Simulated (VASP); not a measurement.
# Si6O11 (a cell with a defect) in VASP: a series of runs

Runs on Si6O11 (a cell with a defect). Level: HSE06. Tasks: single point.

Everything below comes from runs of VASP 6.6.1. Logs are shortened: lines on timing, memory, paths and dates and some standing lists are left out, and cuts for length are marked.

### Step 1. The cell of the first run

The cell holds a defect, 34 atoms: a = 7.454 Å, b = 7.454 Å, c = 10.042 Å, α = 70.32°, β = 70.32°, γ = 71.37°.

### Step 2. Single point, HSE06

Contents of POSCAR:

```
Si6O11
1.0
   -2.5104095144      4.3481568267      5.5092742089
    5.0208190287      0.0000000000      5.5092742089
    5.0208190287      8.6963136534      0.0000000000
Si O
12 22
Direct
    0.4177871099      0.9417873359      0.0185199244
    0.8333348125      0.5048333164      0.3062529080
    0.0254022471     -0.0628359317      0.2280036964
    0.4949949712      0.5062326401      0.0118792768
    0.1037579714      0.5614855120      0.4619083313
    0.5795578962      0.0908254375      0.2021289312
    0.4167257975      0.9207361080      0.5322790824
    0.9006434495      0.4234095412      0.7971591261
    0.0057434004     -0.0108322582      0.7670861225
    0.5177519070      0.4884427739      0.4941402214
    0.0771874675      0.5707650794      0.9728997697
    0.6165674344      0.0611145309      0.6900028066
    0.0159701092      0.4792199325      0.3682678217
    0.5548258936      0.9960971056      0.0879757392
    0.0841102637      0.7980621251      0.3722787202
    0.5709828678      0.3223201804      0.1417842272
    0.1813128786      0.0344202784      0.0972901777
    0.3378039846      0.4674580530      0.4466274437
    0.8071505687      0.9790907062      0.2244514424
    0.4424465562      0.7062464162      0.0652773228
    0.4288165891      0.0375861140      0.3603804349
    0.9039767210      0.5355128267      0.1338239785
    0.0375215047      0.4593211735      0.8777676498
    0.5828069744      0.9604037327      0.5827786104
    0.0479861581      0.8063588987      0.9084001246
    0.6010044013      0.2963450048      0.6092460259
    0.1991008224     -0.0092423591      0.6294167067
    0.6680757220      0.5153981248      0.8604757574
    0.2948586655      0.4747502714      0.9991520652
    0.8335247859      0.9620608417      0.7149102419
    0.4691614523      0.6850512088      0.5441284428
    0.9395018137      0.1899773139      0.8185241005
    0.4492677816      0.0398837140      0.8455422069
    0.9671396283      0.5376466823      0.6242507433
```

Contents of INCAR.step1:

```
SYSTEM = Si6O11
PREC = Accurate
ENCUT = 520
EDIFF = 1E-5
ISMEAR = -1
SIGMA = 0.01
LREAL = Auto
LASPH = .TRUE.
NELM = 120
ALGO = Normal
ISIF = 2
LWAVE = .TRUE.
LCHARG = .FALSE.
NBANDS = 113
GGA = PE
NELECT = 178.0
GGA_COMPAT = .FALSE.
```

Contents of INCAR.step2:

```
SYSTEM = Si6O11
PREC = Accurate
ENCUT = 520
EDIFF = 1E-6
ISMEAR = -1
SIGMA = 0.01
LREAL = Auto
LASPH = .TRUE.
NELM = 120
ALGO = Normal
ISIF = 2
LWAVE = .FALSE.
LCHARG = .FALSE.
GGA = PE
LHFCALC = .TRUE.
HFSCREEN = 0.2079
PRECFOCK = Fast
NBANDS = 113
ISTART = 1
NELECT = 178.0
GGA_COMPAT = .FALSE.
```

Contents of KPOINTS:

```
Automatic mesh
0
Gamma
  1 1 1
  0.25 0.25 0.25
```

Potentials or basis: VASP PAW PBE potentials, release 64 (Si, O).

The run is started by

```console
cat potpaw_PBE.64/Si/POTCAR potpaw_PBE.64/O/POTCAR > POTCAR
cp INCAR.step1 INCAR
mpirun -np 1 vasp_std > vasp.out
cp INCAR.step2 INCAR
mpirun -np 1 vasp_std > vasp.out
```

OUTCAR:

```text
SYSTEM = Si6O11
   PREC = Accurate
   ENCUT = 520
   EDIFF = 1E-6
   ISMEAR = -1
   LREAL = Auto
   LASPH = .TRUE.
   NELM = 120
   ISIF = 2
   GGA = PE
   LHFCALC = .TRUE.
   HFSCREEN = 0.2079
   PRECFOCK = Fast
   ISTART = 1
   NELECT = 178.0

 ion  position               nearest neighbor table
   1  0.418  0.942  0.019-  33 1.61  14 1.62  20 1.62  17 1.69   3 2.98  12 3.07   4 3.13   6 3.13

   2  0.833  0.505  0.306-  22 1.59  13 1.61  10 2.48   5 3.13
   3  0.025  0.937  0.228-  19 1.57  17 1.57  15 1.58   1 2.98   5 3.02
   4  0.495  0.506  0.012-  28 1.63  29 1.63  20 1.64  16 1.64   6 3.04   8 3.08   1 3.13  11 3.13

   5  0.104  0.561  0.462-  34 1.59  18 1.63  13 1.66  15 1.67   3 3.02  10 3.07   2 3.13   8 3.15

   6  0.580  0.091  0.202-  16 1.61  21 1.61  14 1.62  19 1.69   4 3.04   7 3.08   1 3.13
   7  0.417  0.921  0.532-  27 1.61  24 1.62  21 1.64  31 1.64   6 3.08  12 3.09
   8  0.901  0.423  0.797-  32 1.62  23 1.63  28 1.63  34 1.64   4 3.08  11 3.14   5 3.15
   9  0.006  0.989  0.767-  32 1.62  27 1.63  30 1.63  25 1.64  12 3.09  11 3.10
  10  0.518  0.488  0.494-  31 1.60  26 1.60  18 1.63   2 2.48   5 3.07  12 3.13
  11  0.077  0.571  0.973-  23 1.60  29 1.62  25 1.62  22 1.69   9 3.10   4 3.13   8 3.14
  12  0.617  0.061  0.690-  30 1.61  24 1.62  33 1.63  26 1.65   1 3.07   7 3.09   9 3.09  10 3.13

  13  0.016  0.479  0.368-   2 1.61   5 1.66
  14  0.555  0.996  0.088-   6 1.62   1 1.62
  15  0.084  0.798  0.372-   3 1.58   5 1.67
  16  0.571  0.322  0.142-   6 1.61   4 1.64
  17  0.181  0.034  0.097-   3 1.57   1 1.69
  18  0.338  0.467  0.447-  10 1.63   5 1.63
[... 14 lines left out ...]
  33  0.449  0.040  0.846-   1 1.61  12 1.63
  34  0.967  0.538  0.624-   5 1.59   8 1.64

  LATTYP: Found a base centered monoclinic cell.
 ALAT       =    12.1085520585
 B/A-ratio  =     0.7181959999
 C/A-ratio  =     0.8293013078
 COS(beta)  =    -0.4146506539

  Lattice vectors:

 A1 = (   2.5104095144,  -4.3481568267,  -5.5092742089)
 A2 = (  -5.0208190287,   0.0000000000,  -5.5092742089)
 A3 = (   5.0208190287,   8.6963136534,   0.0000000000)

Analysis of symmetry for initial positions (statically):
=====================================================================
 Subroutine PRICEL returns:
 Original cell was already a primitive cell.

 Routine SETGRP: Setting up the symmetry group for a
 base centered monoclinic supercell.

 Subroutine GETGRP returns: Found  1 space group operations
 (whereof  1 operations were pure point group operations)
 out of a pool of  4 trial point group operations.

The static configuration has the point symmetry C_1 .

Analysis of symmetry for dynamics (positions and initial velocities):
=====================================================================
 Subroutine PRICEL returns:
 Original cell was already a primitive cell.

 Routine SETGRP: Setting up the symmetry group for a
 base centered monoclinic supercell.

 Subroutine GETGRP returns: Found  1 space group operations
 (whereof  1 operations were pure point group operations)
 out of a pool of  4 trial point group operations.

The dynamic configuration has the point symmetry C_1 .

 Subroutine INISYM returns: Found  1 space group operations
 (whereof  1 operations are pure point group operations),
 and found     1 'primitive' translations

----------------------------------------------------------------------------------------

                                     Primitive cell

  volume of cell :     481.0987

  direct lattice vectors                    reciprocal lattice vectors
    -2.510409514  4.348156827  5.509274209    -0.099585346  0.057495626  0.090756056
     5.020819029  0.000000000  5.509274209     0.099585346 -0.057495626  0.090756056
     5.020819029  8.696313653  0.000000000     0.049792673  0.086243439 -0.045378028

  length of vectors
     7.453906763  7.453906763 10.041638057     0.146491126  0.146491126  0.109436770

  position of ions in fractional coordinates (direct lattice)
     0.417787110  0.941787336  0.018519924
     0.833334812  0.504833316  0.306252908
     0.025402247  0.937164068  0.228003696
     0.494994971  0.506232640  0.011879277
     0.103757971  0.561485512  0.461908331
     0.579557896  0.090825438  0.202128931
[... 26 lines left out ...]
     0.449267782  0.039883714  0.845542207
     0.967139628  0.537646682  0.624250743

  ion indices of the primitive-cell ions
   primitive index   ion index
                 1           1
                 2           2
                 3           3
                 4           4
                 5           5
                 6           6
[... 26 lines left out ...]
                33          33
                34          34

----------------------------------------------------------------------------------------

 KPOINTS: Automatic mesh

Automatic generation of k-mesh.
 Grid dimensions read from file:
 generate k-points for:    1    1    1

 Generating k-lattice:

  Cartesian coordinates                     Fractional coordinates (reciprocal lattice)
    -0.099585346  0.057495626  0.090756056     1.000000000  0.000000000  0.000000000
     0.099585346 -0.057495626  0.090756056     0.000000000  1.000000000 -0.000000000
     0.049792673  0.086243439 -0.045378028     0.000000000  0.000000000  1.000000000

  Length of vectors
     0.146491126  0.146491126  0.109436770

  Shift w.r.t. Gamma in fractional coordinates (k-lattice)
     0.250000000  0.250000000  0.250000000

 Subroutine IBZKPT returns following result:
 ===========================================

 Found      1 irreducible k-points:

 Following reciprocal coordinates:
            Coordinates               Weight
  0.250000  0.250000  0.250000      2.000000
   k-points           NKPTS =      1   k-points in BZ     NKDIM =      2   number of bands    NBANDS=    113
   number of dos      NEDOS =    301   number of ions     NIONS =     34
   total plane-waves  NPLWV = 250880
   dimension x,y,z NGX =    56 NGY =   56 NGZ =   80
   dimension x,y,z NGXF=   112 NGYF=  112 NGZF=  160
   ions per type =              12  22
   NGX,Y,Z   is equivalent  to a cutoff of  12.49, 12.49, 13.24 a.u.
   NGXF,Y,Z  is equivalent  to a cutoff of  24.98, 24.98, 26.49 a.u.
 SYSTEM =  Si6O11
   PREC   = accura    normal or accurate (medium, high low for compatibility)
   ISTART =      1    job   : 0-new  1-cont  2-samecut
   ICHARG =      0    charge: 1-file 2-atom 10-const
   ISPIN  =      1    spin polarized calculation?
   LNONCOLLINEAR =      F non collinear calculations
   LSORBIT =      F    spin-orbit coupling
   LASPH  =      T    aspherical Exc in radial PAW
   ENCUT  =  520.0 eV  38.22 Ry    6.18 a.u.  13.86 13.86 18.67*2*pi/ulx,y,z
   NELM   =    120;   NELMIN=  2; NELMDL=  0     # of ELM steps
   EDIFF  = 0.1E-05   stopping-criterion for ELM
   LREAL  =      T    real-space projection
   EDIFFG = 0.1E-04   stopping-criterion for IOM
   NSW    =      0    number of steps for IOM
   IBRION =     -1    ionic relax: 0-MD 1-quasi-New 2-CG
   NFREE  =      0    steps in history (QN), initial steepest desc. (CG)
   ISIF   =      2    stress and relaxation
   ISYM   =      3    0-nonsym 1-usesym 2-fastsym
   POTIM  = 0.5000    time-step for ionic-motion
   TEBEG  =    0.0;   TEEND  =   0.0 temperature during run
   PSTRESS=    0.0 pullay stress
   NELECT =     178.0000    total number of electrons
   NUPDOWN=      -1.0000    fix difference up-down
   EMIN   =  10.00;   EMAX   =-10.00  energy-range for DOS
   EFERMI =   0.00;   METHOD = LEGACY
   ISMEAR =    -1;   SIGMA  =   0.01  broadening in eV -4-tet -1-fermi 0-gaus
   EFERMI_NEDOS =   21; number of points for ismear=-14 and -15
   IALGO  =     38    algorithm
   IMIX   =      1    mixing-type and parameters
     AMIX     =   0.40;   BMIX     =  1.00
     AMIX_MAG =   1.60;   BMIX_MAG =  1.00
  volume/ion in A,a.u.               =      14.15        95.49
  Fermi-wavevector in a.u.,A,eV,Ry     =   1.175268  2.220934 18.793102  1.381254
  Thomas-Fermi vector in A             =   2.311651
   LORBIT       =      0    0 simple, 1 ext, 2 COOP (PROOUT), +10 PAW based schemes
   GGA     = PE    functional components
   LHFCALC =     T    Hartree Fock is set to
   PRECFOCK=fast      Normal, Fast or Accurate (Low or Medium for compatibility)
   ENCUT4O =  -1.0   cutoff for four orbital integrals eV
   NKREDX  =     1    reduce k-point grid by
   NKREDY  =     1    reduce k-point grid by
   NKREDZ  =     1    reduce k-point grid by
   AEXX    =    0.2500 exact exchange contribution
   HFSCREEN=    0.2079 screening length (either q_TF or 0.3 A-1)
   HFSCREENC=   0.2079 screening length for correlation (either q_TF or 0.3 A-1)
   ENCUTFOCK=  -1.0 apply spherical cutoff to Coloumb kernel
   IVDW    =     0    specifies the selected vdW correction
   LEPSILON=     F    determine dielectric tensor
   LRPA    =     F    only Hartree local field effects (RPA)
 non-spin polarized calculation
  energy-cutoff  :      520.00
  volume of cell :      481.10
 maximum number of plane-waves:     12934
 NGX is ok and might be reduce to    56
  NGX = 30; NGY = 30; NGZ = 40

 number of electron     178.0000012 magnetization

 Free energy of the ion-electron system (eV)
  ---------------------------------------------------
  ext. energy  EPLUGINS =         0.00000000
  ---------------------------------------------------
  free energy    TOTEN  =      -328.92503669 eV

  energy without entropy =     -328.92503669  energy(sigma->0) =     -328.92503669

 E-fermi :  -0.3523     XC(G=0):  -7.1255

 val. band max:       -0.6670354682   @ k =   0.2500   0.2500   0.2500
 cond. band min:       4.7098879451   @ k =   0.2500   0.2500   0.2500
 fundamental gap:      5.3769234132
 Fermi energy:        -0.3522717020

 k-point     1 :       0.2500    0.2500    0.2500
  band No.  band energies     occupation
      1     -22.0243      2.00000
      2     -21.4852      2.00000
      3     -21.2686      2.00000
      4     -21.1165      2.00000
      5     -20.9662      2.00000
      6     -20.7275      2.00000
[... 93 lines left out ...]
    100       9.8993      0.00000
    101      10.0171      0.00000
 [bands above 101 left out]

------------------------ aborting loop because EDIFF is reached ----------------------------------------

  FORCE on cell =-STRESS in cart. coord.  units (eV):
  Direction    XX          YY          ZZ          XY          YZ          ZX
  --------------------------------------------------------------------------------------
  -------------------------------------------------------------------------------------
  Total      -31.7739698    -31.8827183    -33.0141057      1.2270906     -1.0056522      4.2708077
  in kB     -105.8151651   -106.1773244   -109.9451237      4.0865148     -3.3490701     14.2228442
  external PRESSURE =    -107.3125377 kB  Pullay stress =       0.0000000 kB

 VOLUME and BASIS-vectors are now :
 -----------------------------------------------------------------------------
  energy-cutoff  :      520.00
  volume of cell :      481.10
      direct lattice vectors                 reciprocal lattice vectors
    -2.510409514  4.348156827  5.509274209    -0.099585346  0.057495626  0.090756056
     5.020819029  0.000000000  5.509274209     0.099585346 -0.057495626  0.090756056
     5.020819029  8.696313653  0.000000000     0.049792673  0.086243439 -0.045378028

 POSITION                                       TOTAL-FORCE (eV/Angst)
 -----------------------------------------------------------------------------------
      3.77271      1.97766      7.49027         0.048259     -0.042415      0.024641
      1.98031      6.28674      7.37234        -0.375761      0.021366      0.437613
      5.78633      2.09324      5.30304         0.079677     -0.019396      0.024046
      1.35871      2.25562      5.51604         0.015687      0.035790     -0.007402
      4.87780      4.46806      3.66501         0.015394     -0.030286     -0.005088
      0.01594      4.27779      3.69333        -0.032821      0.019158      0.009096
[... 26 lines left out ...]
      3.31772      9.30659      2.69487        -0.260763      0.300120      0.098050
      3.40576      9.63396      8.29028        -0.274096      0.106565     -0.008329
 -----------------------------------------------------------------------------------
    total drift:                                0.016507     -0.017616     -0.009269

  FREE ENERGIE OF THE ION-ELECTRON SYSTEM (eV)
  ---------------------------------------------------
  free  energy   TOTEN  =      -328.9250366937 eV

  energy  without entropy=     -328.9250366937  energy(sigma->0) =     -328.92503669
```

It took 23 min on 1 thread of Intel Xeon 8259CL, shared host; peak memory 0.75 GiB.

What came out:

```
Free energy   : -328.9250 eV
Largest force : 0.585 eV/Å
```

Forces on the atoms (eV/Å):
```
Si   0.048 -0.042  0.025
Si  -0.376  0.021  0.438
Si   0.080 -0.019  0.024
Si   0.016  0.036 -0.007
Si   0.015 -0.030 -0.005
Si  -0.033  0.019  0.009
Si  -0.020 -0.003 -0.053
Si  -0.011 -0.006  0.052
Si   0.003  0.008  0.009
Si   0.230  0.185 -0.194
Si  -0.023  0.013 -0.095
Si   0.013 -0.010  0.038
O    0.355 -0.161 -0.008
O    0.270 -0.035 -0.141
O   -0.228 -0.408 -0.202
O   -0.186 -0.302 -0.238
O   -0.227  0.359 -0.402
O    0.373  0.136  0.146
O   -0.040  0.109  0.226
O   -0.088 -0.289  0.117
O   -0.254  0.240  0.165
O    0.044  0.335  0.144
O    0.289 -0.114 -0.025
O    0.341 -0.060 -0.131
O   -0.235 -0.230 -0.134
O   -0.097 -0.260 -0.212
O   -0.082  0.186 -0.074
O   -0.046  0.391 -0.094
O    0.242 -0.050  0.223
O    0.337  0.030  0.147
O   -0.080 -0.249  0.052
O   -0.097 -0.205  0.110
O   -0.261  0.300  0.098
O   -0.274  0.107 -0.008
```

Levels at points of the mesh, in eV from the Fermi level:
```csv
k point,band 86,band 87,band 88,band 89,band 90,band 91,band 92,band 93
"(0.25, 0.25, 0.25)",-0.57,-0.54,-0.44,-0.31,5.06,5.79,6.57,6.95
```

Caveat: the k points lie up to 0.92 Å⁻¹ apart, too coarse for converged energies, forces and pressures; the cell carries a net charge on a neutralising background, which shifts energy and pressure; the cell is charged against a uniform background, so pressure and absolute levels hang on convention; the PAW data sets were made with another functional, which shifts forces and pressure a little.

### Step 3. Single point, HSE06

Contents of POSCAR:

```
Si6O11
1.0
   -2.5104095144      4.3481568267      5.5092742089
    5.0208190287      0.0000000000      5.5092742089
    5.0208190287      8.6963136534      0.0000000000
Si O
12 22
Direct
    0.5546468924      0.8596367867      0.0084231533
    1.1324777955      0.3412653719      0.2134895592
   -0.0698040006      0.0098422439      0.2929166246
    0.4950428913      0.5133280184      0.0013666706
    0.0407159268      0.5578683083      0.4573453469
    0.5499927536      0.0914754218      0.2163024852
    0.4243192894      0.9032483382      0.5438796964
    0.9131967033      0.4158981345      0.7821778583
    0.0052039783      0.0162179979      0.7443619489
    0.3424876433      0.4921797901      0.6173234780
    0.1212540063      0.5959404622      0.9113031626
    0.6240771466      0.0684193627      0.6738715485
    0.0580260333      0.4215724392      0.3546314977
    0.6021909196      0.9769288763      0.0909636745
   -0.0313128161      0.7844786256      0.3613868509
    0.4016123564      0.3167555100      0.1441910535
    0.0986252786      0.1193889823      0.2560956415
    0.2540185227      0.5200410152      0.4841208761
    0.7521266127      1.1300382942      0.2206441566
    0.4703153330      0.6683389566      0.0956958454
    0.4254010494     -0.0088033024      0.3697073496
    1.0400890463      0.4703510345      0.0769099530
    0.1226204831      0.4909664602      0.7799943725
    0.6094343167      0.9625926162      0.5604911213
   -0.0213915274      0.8111437639      0.8762001554
    0.4848970054      0.2856217500      0.6650240416
    0.2232997126      0.0089327137      0.6401852511
    0.7233761721      0.4804513976      0.9127086335
    0.3485425325      0.5863327662      0.8969889863
    0.8526550367      1.0630303148      0.6458782342
    0.4369476538      0.6691172815      0.5936607310
    0.9618146645      0.1815549244      0.8306714126
    0.5460826720     -0.0594600082      0.8451458808
    0.8854362790      0.5178656214      0.6180204537
```

Contents of INCAR.step1:

```
  PREC = Accurate
  ENCUT = 520
  EDIFF = 1E-5
  ISMEAR = -1
  SIGMA = 0.01
  LREAL = Auto
  LASPH = True
  NELM = 120
  ALGO = Normal
  ISIF = 2
  LWAVE = True
  LCHARG = False
  GGA = PE
  NELECT = 176.0
  NBANDS = 113
  GGA_COMPAT = False
```

Contents of INCAR.step2:

```
  PREC = Accurate
  ENCUT = 520
  EDIFF = 1E-6
  ISMEAR = -1
  SIGMA = 0.01
  LREAL = Auto
  LASPH = True
  NELM = 120
  ALGO = Normal
  ISIF = 2
  LWAVE = False
  LCHARG = False
  GGA = PE
  LHFCALC = True
  HFSCREEN = 0.2079
  PRECFOCK = Fast
  ISTART = 1
  NELECT = 176.0
  NBANDS = 113
  GGA_COMPAT = False
```

KPOINTS is that of step 2.

Potentials or basis: VASP PAW PBE potentials, release 64 (Si, O).

The run is started by

```console
cat potpaw_PBE.64/Si/POTCAR potpaw_PBE.64/O/POTCAR > POTCAR
cp INCAR.step1 INCAR
mpirun -np 1 vasp_std > vasp.out
cp INCAR.step2 INCAR
mpirun -np 1 vasp_std > vasp.out
```

Run time: 18 min. Hardware: 1 thread of Intel Xeon 8259CL, shared host; peak memory 0.75 GiB.

Results (log left out):

```yaml
Free_energy: -334.3235 eV
Largest_force: 0.684 eV/Å
```

Forces in eV/Å, atoms in the order of the input:
```
Si   0.137 -0.050 -0.019
Si   0.086  0.058 -0.184
Si  -0.211 -0.049  0.068
Si   0.049 -0.004  0.105
Si  -0.049 -0.138 -0.007
Si  -0.065 -0.010 -0.021
Si   0.001 -0.019  0.007
Si   0.053  0.001 -0.144
Si   0.026  0.033  0.082
Si  -0.162  0.039  0.122
Si   0.062  0.032  0.004
Si   0.025  0.003 -0.041
O   -0.101 -0.066  0.259
O    0.085 -0.132 -0.293
O    0.170  0.052  0.197
O   -0.037 -0.047 -0.014
O    0.311 -0.261 -0.127
O    0.383  0.202 -0.257
O   -0.150  0.287 -0.384
O   -0.345 -0.446  0.388
O   -0.072  0.192  0.351
O   -0.269  0.182  0.389
O    0.088 -0.036  0.051
O    0.387  0.013 -0.188
O   -0.380 -0.050  0.237
O   -0.060 -0.158 -0.051
O   -0.147  0.018 -0.259
O   -0.052 -0.177 -0.137
O    0.175  0.257 -0.328
O    0.226  0.295 -0.245
O    0.204 -0.263 -0.180
O   -0.092 -0.464  0.159
O    0.001  0.319  0.211
O   -0.277  0.389  0.253
```

Levels at points of the mesh, in eV from the Fermi level:
```csv
k point,band 85,band 86,band 87,band 88,band 89,band 90,band 91,band 92
"(0.25, 0.25, 0.25)",-0.74,-0.63,-0.50,-0.25,5.84,6.69,7.32,7.83
```

Caveat: the k points lie up to 0.92 Å⁻¹ apart, too coarse for converged energies, forces and pressures; the cell carries a net charge on a neutralising background, which shifts energy and pressure; the cell is charged against a uniform background, so pressure and absolute levels hang on convention; the PAW data sets were made with another functional, which shifts forces and pressure a little.
